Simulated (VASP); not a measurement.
# Hf2N (P4_2/mnm) in VASP: notebook

Runs on Hf2N. Level: PBEsol. Tasks: relaxation of cell and atoms.

Everything below comes from runs of VASP 6.6.1. Logs are shortened: lines on timing, memory, paths and dates and some standing lists are left out, and cuts for length are marked.

## 1. The cell of the first run

It takes space group P4_2/mnm (No. 136, tetragonal). The conventional cell has a = 5.313 Å, b = 5.313 Å, c = 3.242 Å, α = 90.00°, β = 90.00°, γ = 90.00°. Within 2.9 Å of Hf (site symmetry m2m) lie 3 N at 2.22 to 2.23 Å. N (site symmetry mmm) has 6 Hf at 2.22 to 2.23 Å within 2.9 Å.

## 2. Relaxation of cell and atoms, PBEsol

Contents of INCAR:

```
  PREC = Accurate
  ENCUT = 600
  EDIFF = 1E-6
  ISMEAR = 0
  SIGMA = 0.1
  LREAL = False
  LASPH = True
  NELM = 100
  ALGO = Normal
  ISIF = 3
  LWAVE = False
  LCHARG = False
  GGA = PS
  IBRION = 2
  NSW = 80
  EDIFFG = -0.01
```

Contents of KPOINTS:

```
regular mesh
0
Gamma
  4 4 8
```

Contents of POSCAR:

```
Hf2N
1.0
    5.3131240200      0.0000000000      0.0000000000
    0.0000000000      5.3131240200      0.0000000000
    0.0000000000      0.0000000000      3.2420983900
Hf N
4 2
Direct
    0.2955363700      0.2955363700      0.0000000000
    0.7044636300      0.7044636300      0.0000000000
    0.7955363700      0.2044636300      0.5000000000
    0.2044636300      0.7955363700      0.5000000000
    0.0000000000      0.0000000000      0.0000000000
    0.5000000000      0.5000000000      0.5000000000
```

Potentials or basis: VASP PAW PBE potentials, release 64 (Hf_pv, N).

On the command line:

```bash
$ cat potpaw_PBE.64/Hf_pv/POTCAR potpaw_PBE.64/N/POTCAR > POTCAR
$ mpirun -np 1 vasp_std > vasp.out
```

OUTCAR:

```text
PREC = Accurate
   ENCUT = 600
   EDIFF = 1E-6
   ISMEAR = 0
   LREAL = False
   LASPH = True
   NELM = 100
   ISIF = 3
   GGA = PS
   IBRION = 2
   NSW = 80
   EDIFFG = -0.01

 ion  position               nearest neighbor table
   1  0.296  0.296  0.000-   5 2.22   6 2.23   6 2.23   2 3.07   4 3.15   3 3.15   4 3.15   3 3.15
                             4 3.15   4 3.15   3 3.15   3 3.15   2 3.82   2 3.82
   2  0.704  0.704  0.000-   5 2.22   6 2.23   6 2.23   1 3.07   4 3.15   3 3.15   4 3.15   3 3.15
                             3 3.15   3 3.15   4 3.15   4 3.15   1 3.82   1 3.82
   3  0.796  0.204  0.500-   6 2.22   5 2.23   5 2.23   4 3.07   1 3.15   1 3.15   2 3.15   2 3.15
                             2 3.15   2 3.15   1 3.15   1 3.15   4 3.82   4 3.82
   4  0.204  0.796  0.500-   6 2.22   5 2.23   5 2.23   3 3.07   1 3.15   1 3.15   2 3.15   2 3.15
                             1 3.15   1 3.15   2 3.15   2 3.15   3 3.82   3 3.82
   5  0.000  0.000  0.000-   1 2.22   2 2.22   3 2.23   4 2.23   3 2.23   4 2.23
   6  0.500  0.500  0.500-   3 2.22   4 2.22   1 2.23   2 2.23   1 2.23   2 2.23

  LATTYP: Found a simple tetragonal cell.
 ALAT       =     5.3131240200
 C/A-ratio  =     0.6102056677

  Lattice vectors:

 A1 = (   5.3131240200,   0.0000000000,   0.0000000000)
 A2 = (   0.0000000000,   5.3131240200,   0.0000000000)
 A3 = (   0.0000000000,   0.0000000000,   3.2420983900)

Analysis of symmetry for initial positions (statically):
=====================================================================
 Subroutine PRICEL returns:
 Original cell was already a primitive cell.

 Routine SETGRP: Setting up the symmetry group for a
 simple tetragonal supercell.

 Subroutine GETGRP returns: Found 16 space group operations
 (whereof  8 operations were pure point group operations)
 out of a pool of 16 trial point group operations.

The static configuration has the point symmetry D_2h.
 The point group associated with its full space group is D_4h.

Analysis of symmetry for dynamics (positions and initial velocities):
=====================================================================
 Subroutine PRICEL returns:
 Original cell was already a primitive cell.

 Routine SETGRP: Setting up the symmetry group for a
 simple tetragonal supercell.

 Subroutine GETGRP returns: Found 16 space group operations
 (whereof  8 operations were pure point group operations)
 out of a pool of 16 trial point group operations.

The dynamic configuration has the point symmetry D_2h.
 The point group associated with its full space group is D_4h.

 Subroutine INISYM returns: Found 16 space group operations
 (whereof  8 operations are pure point group operations),
 and found     1 'primitive' translations

----------------------------------------------------------------------------------------

                                     Primitive cell

  volume of cell :      91.5221

  direct lattice vectors                    reciprocal lattice vectors
     5.313124020  0.000000000  0.000000000     0.188213186  0.000000000  0.000000000
     0.000000000  5.313124020  0.000000000     0.000000000  0.188213186  0.000000000
     0.000000000  0.000000000  3.242098390     0.000000000  0.000000000  0.308442212

  length of vectors
     5.313124020  5.313124020  3.242098390     0.188213186  0.188213186  0.308442212

  position of ions in fractional coordinates (direct lattice)
     0.295536370  0.295536370  0.000000000
     0.704463630  0.704463630  0.000000000
     0.795536370  0.204463630  0.500000000
     0.204463630  0.795536370  0.500000000
     0.000000000  0.000000000  0.000000000
     0.500000000  0.500000000  0.500000000

  ion indices of the primitive-cell ions
   primitive index   ion index
                 1           1
                 2           2
                 3           3
                 4           4
                 5           5
                 6           6

----------------------------------------------------------------------------------------

 KPOINTS: regular mesh

Automatic generation of k-mesh.
 Grid dimensions read from file:
 generate k-points for:    4    4    8

 Generating k-lattice:

  Cartesian coordinates                     Fractional coordinates (reciprocal lattice)
     0.047053297  0.000000000  0.000000000     0.250000000  0.000000000  0.000000000
     0.000000000  0.047053297  0.000000000     0.000000000  0.250000000  0.000000000
     0.000000000  0.000000000  0.038555277     0.000000000  0.000000000  0.125000000

  Length of vectors
     0.047053297  0.047053297  0.038555277

  Shift w.r.t. Gamma in fractional coordinates (k-lattice)
     0.000000000  0.000000000  0.000000000

 Subroutine IBZKPT returns following result:
 ===========================================

 Found     30 irreducible k-points:

 Following reciprocal coordinates:
            Coordinates               Weight
  0.000000  0.000000  0.000000      1.000000
  0.250000  0.000000  0.000000      4.000000
  0.500000  0.000000  0.000000      2.000000
  0.250000  0.250000  0.000000      4.000000
  0.500000  0.250000  0.000000      4.000000
  0.500000  0.500000  0.000000      1.000000
[... 16 lines left out ...]
  0.500000  0.250000  0.375000      8.000000
  0.500000  0.500000  0.375000      2.000000
 [... further k-points ...]
   k-points           NKPTS =     30   k-points in BZ     NKDIM =     30   number of bands    NBANDS=     30
   number of dos      NEDOS =    301   number of ions     NIONS =      6
   total plane-waves  NPLWV =  49392
   dimension x,y,z NGX =    42 NGY =   42 NGZ =   28
   dimension x,y,z NGXF=    84 NGYF=   84 NGZF=   56
   ions per type =               4   2
   NGX,Y,Z   is equivalent  to a cutoff of  13.14, 13.14, 14.36 a.u.
   NGXF,Y,Z  is equivalent  to a cutoff of  26.28, 26.28, 28.72 a.u.
 SYSTEM =  unknown system
   PREC   = accura    normal or accurate (medium, high low for compatibility)
   ISTART =      0    job   : 0-new  1-cont  2-samecut
   ICHARG =      2    charge: 1-file 2-atom 10-const
   ISPIN  =      1    spin polarized calculation?
   LNONCOLLINEAR =      F non collinear calculations
   LSORBIT =      F    spin-orbit coupling
   LASPH  =      T    aspherical Exc in radial PAW
   ENCUT  =  600.0 eV  44.10 Ry    6.64 a.u.  10.61 10.61  6.48*2*pi/ulx,y,z
   NELM   =    100;   NELMIN=  2; NELMDL= -5     # of ELM steps
   EDIFF  = 0.1E-05   stopping-criterion for ELM
   LREAL  =      F    real-space projection
   EDIFFG = -.1E-01   stopping-criterion for IOM
   NSW    =     80    number of steps for IOM
   IBRION =      2    ionic relax: 0-MD 1-quasi-New 2-CG
   NFREE  =      1    steps in history (QN), initial steepest desc. (CG)
   ISIF   =      3    stress and relaxation
   ISYM   =      2    0-nonsym 1-usesym 2-fastsym
   POTIM  = 0.5000    time-step for ionic-motion
   TEBEG  =    0.0;   TEEND  =   0.0 temperature during run
   PSTRESS=    0.0 pullay stress
   NELECT =      50.0000    total number of electrons
   NUPDOWN=      -1.0000    fix difference up-down
   EMIN   =  10.00;   EMAX   =-10.00  energy-range for DOS
   EFERMI =   0.00;   METHOD = LEGACY
   ISMEAR =     0;   SIGMA  =   0.10  broadening in eV -4-tet -1-fermi 0-gaus
   EFERMI_NEDOS =   21; number of points for ismear=-14 and -15
   IALGO  =     38    algorithm
   IMIX   =      4    mixing-type and parameters
     AMIX     =   0.40;   BMIX     =  1.00
     AMIX_MAG =   1.60;   BMIX_MAG =  1.00
  volume/ion in A,a.u.               =      15.25       102.94
  Fermi-wavevector in a.u.,A,eV,Ry     =   1.338308  2.529036 24.368970  1.791069
  Thomas-Fermi vector in A             =   2.466789
   LORBIT       =      0    0 simple, 1 ext, 2 COOP (PROOUT), +10 PAW based schemes
   GGA     = PS    functional components
   LHFCALC =     F    Hartree Fock is set to
   AEXX    =    0.0000 exact exchange contribution
   IVDW    =     0    specifies the selected vdW correction
   LEPSILON=     F    determine dielectric tensor
   LRPA    =     F    only Hartree local field effects (RPA)
 conjugate gradient relaxation of ions
 non-spin polarized calculation
 Gauss-broadening in eV      SIGMA  =   0.10
  energy-cutoff  :      600.00
  volume of cell :       91.52
 maximum number of plane-waves:      3077
   NGX = 21   NGY = 21   NGZ = 13

--------------------------------------- Ionic step        1  -------------------------------------------

 number of electron      50.0000007 magnetization

 Free energy of the ion-electron system (eV)
  ---------------------------------------------------
  ext. energy  EPLUGINS =         0.00000000
  ---------------------------------------------------
  free energy    TOTEN  =       -67.46804319 eV

  energy without entropy =      -67.45058047  energy(sigma->0) =      -67.45931183

------------------------ aborting loop because EDIFF is reached ----------------------------------------

  FORCE on cell =-STRESS in cart. coord.  units (eV):
  Direction    XX          YY          ZZ          XY          YZ          ZX
  --------------------------------------------------------------------------------------
  -------------------------------------------------------------------------------------
  Total       -1.7391617     -1.7391617     -2.1305297     -0.0000000      0.0000000      0.0000000
  in kB      -30.4455929    -30.4455929    -37.2968426     -0.0000000      0.0000000      0.0000000
  external PRESSURE =     -32.7293428 kB  Pullay stress =       0.0000000 kB
[... 225 lines left out ...]
  energy  without entropy=      -67.4668450570  energy(sigma->0) =      -67.47523319

--------------------------------------- Ionic step        7  -------------------------------------------

 number of electron      50.0000004 magnetization

 Free energy of the ion-electron system (eV)
  ---------------------------------------------------
  ext. energy  EPLUGINS =         0.00000000
  ---------------------------------------------------
  free energy    TOTEN  =       -67.48362776 eV

  energy without entropy =      -67.46689793  energy(sigma->0) =      -67.47526284

 E-fermi :   5.9037     XC(G=0): -12.1798

 val. band max:        5.8697308694   @ k =   0.2500   0.0000   0.0000
 cond. band min:       5.9143630095   @ k =   0.2500   0.2500   0.2500
 fundamental gap:      0.0446321401
 Fermi energy:         5.9037026115

 k-point     1 :       0.0000    0.0000    0.0000
  band No.  band energies     occupation
      1     -25.2239      2.00000
      2     -24.6996      2.00000
      3     -24.6314      2.00000
      4     -24.6314      2.00000
      5     -24.3922      2.00000
      6     -24.2427      2.00000
[... 781 lines left out ...]
     29       9.0069      0.00000
     30       9.0069      0.00000

 [... further k-points ...]
[... 5 lines left out ...]
  --------------------------------------------------------------------------------------
  -------------------------------------------------------------------------------------
  Total       -0.0368539     -0.0368539     -0.0402610      0.0000000      0.0000000      0.0000000
  in kB       -0.6551824     -0.6551824     -0.7157523      0.0000000      0.0000000      0.0000000
  external PRESSURE =      -0.6753724 kB  Pullay stress =       0.0000000 kB
[... 21 lines left out ...]
  FREE ENERGIE OF THE ION-ELECTRON SYSTEM (eV)
  ---------------------------------------------------
  free  energy   TOTEN  =       -67.4836277587 eV

  energy  without entropy=      -67.4668979296  energy(sigma->0) =      -67.47526284

 reached required accuracy - stopping structural energy minimisation
```

It took 3.2 min on 1 thread of AMD EPYC 9R45 (Zen 5), shared host; peak memory 0.24 GiB.

What came out:

```yaml
Free_energy: -67.4836 eV
Relaxed_volume: 15.02 Å³/atom
Relaxed_cell: a = 5.289 Å, b = 5.289 Å, c = 3.221 Å, α = 90.00°, β = 90.00°, γ = 90.00°
Space_group_after_relaxing_to_0.05_Å: P4_2/mnm (No. 136)
Energy_gained_by_relaxing: 2.6 meV/atom
Ionic_steps: 7
Pressure_after_relaxing: -0.1 GPa
Band_gap_on_the_k_mesh: zero (band 25 reaches 7.37 eV, above the bottom of band 26 at 4.64 eV)
```

The path:
| step | energy change (eV) | largest force (eV/Å) | pressure (GPa) | volume (Å³) |
| --- | --- | --- | --- | --- |
| 1 | 0.0000 | 0.0747 | -3.27 | 91.52 |
| 2 | 0.0381 | 0.0759 | 6.67 | 87.46 |
| 3 | -0.0154 | 0.0284 | 0.00 | 90.08 |
| 4 | -0.0154 | 0.0273 | 0.06 | 90.05 |
| 5 | -0.0156 | 0.0113 | 0.05 | 90.07 |
| 6 | -0.0156 | 0.0056 | 0.04 | 90.07 |
| 7 | -0.0156 | 0.0000 | -0.07 | 90.12 |

Final structure:
```
CELL_PARAMETERS angstrom
5.28925 0.00000 0.00000
0.00000 5.28925 0.00000
0.00000 0.00000 3.22139
ATOMIC_POSITIONS crystal
Hf 0.29597 0.29597 0.00000
Hf 0.70403 0.70403 0.00000
Hf 0.79597 0.20403 0.50000
Hf 0.20403 0.79597 0.50000
N 0.00000 0.00000 0.00000
N 0.50000 0.50000 0.50000
```

Levels at points of the mesh, in eV from the Fermi level:
| k point | band 21 | band 22 | band 23 | band 24 | band 25 | band 26 | band 27 | band 28 |
| --- | --- | --- | --- | --- | --- | --- | --- | --- |
| (0.00, 0.00, 0.00) | -3.55 | -2.15 | -0.10 | 0.81 | 1.07 | 1.15 | 1.15 | 1.56 |
| (0.50, 0.00, 0.00) | -2.49 | -2.49 | -1.07 | -1.07 | 1.46 | 1.46 | 1.90 | 1.90 |
| (0.50, 0.50, 0.00) | -1.78 | -1.78 | -1.42 | -1.42 | 1.10 | 1.10 | 1.55 | 1.55 |
| (0.00, 0.00, 0.50) | -1.46 | -1.46 | -1.27 | -1.27 | -1.26 | -1.26 | 2.22 | 2.22 |
| (0.50, 0.00, 0.50) | -1.98 | -1.98 | -1.16 | -1.16 | -0.94 | -0.94 | 1.81 | 1.81 |
| (0.50, 0.50, 0.50) | -1.70 | -1.70 | -0.86 | -0.86 | -0.54 | -0.54 | 1.30 | 1.30 |

Caveat: the PAW data sets were made with another functional, which shifts forces and pressure a little; spin-orbit coupling is left out, which moves the levels of the heavy elements.

## 3. Relaxation of cell and atoms, PBEsol

Contents of INCAR:

```
PREC = Accurate ; ENCUT = 600
EDIFF = 1E-6 ; ISMEAR = 0
SIGMA = 0.1 ; LREAL = F
LASPH = T ; NELM = 60
ALGO = Normal ; ISIF = 3
LWAVE = F ; LCHARG = F
GGA = PS ; IBRION = 2
NSW = 80 ; EDIFFG = -0.01
```

Contents of KPOINTS:

```
regular mesh
0
Gamma
  4 4 6
```

POSCAR is that of step 2.

Potentials or basis: VASP PAW PBE potentials, release 64 (Hf_pv, N).

On the command line:

```bash
$ cat potpaw_PBE.64/Hf_pv/POTCAR potpaw_PBE.64/N/POTCAR > POTCAR
$ mpirun -np 1 vasp_std > vasp.out
```

Wall time 2.8 min (1 thread of AMD EPYC 9R45 (Zen 5), shared host); peak memory 0.23 GiB.

Results (log left out):

```
Free energy                            : -67.5319 eV
Relaxed volume                         : 15.00 Å³/atom
Relaxed cell                           : a = 5.289 Å, b = 5.289 Å, c = 3.219 Å, α = 90.00°, β = 90.00°, γ = 90.00°
Space group after relaxing (to 0.05 Å) : P4_2/mnm (No. 136)
Energy gained by relaxing              : 2.9 meV/atom
Ionic steps                            : 7
Pressure after relaxing                : -0.1 GPa
Band gap on the k mesh                 : zero (band 25 reaches 7.36 eV, above the bottom of band 26 at 4.66 eV)
```

The path:
```csv
step,energy change (eV),largest force (eV/Å),pressure (GPa),volume (Å³)
1,0.0000,0.0706,-3.36,91.52
2,0.0375,0.1027,6.75,87.35
3,-0.0167,0.0816,0.03,90.01
4,-0.0167,0.0819,0.10,89.98
5,-0.0175,0.0225,0.05,89.99
6,-0.0176,0.0092,0.04,89.99
7,-0.0176,0.0009,-0.06,90.03
```

Final structure:
```
Hf N
1.0
     5.28853    0.00000    0.00000
     0.00000    5.28853    0.00000
     0.00000    0.00000    3.21895
Hf N
4 2
Cartesian
  1.5586 1.5586 0.0000
  3.7299 3.7299 0.0000
  4.2029 1.0857 1.6095
  1.0857 4.2029 1.6095
  0.0000 0.0000 0.0000
  2.6443 2.6443 1.6095
```

Levels at points of the mesh, in eV from the Fermi level:
```csv
k point,band 23,band 24,band 25,band 26,band 27,band 28
"(0.00, 0.00, 0.00)",-0.01,0.83,1.12,1.19,1.19,1.69
"(0.50, 0.00, 0.00)",-1.02,-1.02,1.51,1.51,1.97,1.97
"(0.50, 0.50, 0.00)",-1.38,-1.38,1.10,1.10,1.58,1.58
"(0.00, 0.00, 0.50)",-1.20,-1.20,-1.19,-1.19,2.24,2.24
"(0.50, 0.00, 0.50)",-1.08,-1.08,-0.88,-0.88,1.86,1.86
"(0.50, 0.50, 0.50)",-0.83,-0.83,-0.46,-0.46,1.42,1.42
```

Caveat: the PAW data sets were made with another functional, which shifts forces and pressure a little; spin-orbit coupling is left out, which moves the levels of the heavy elements.
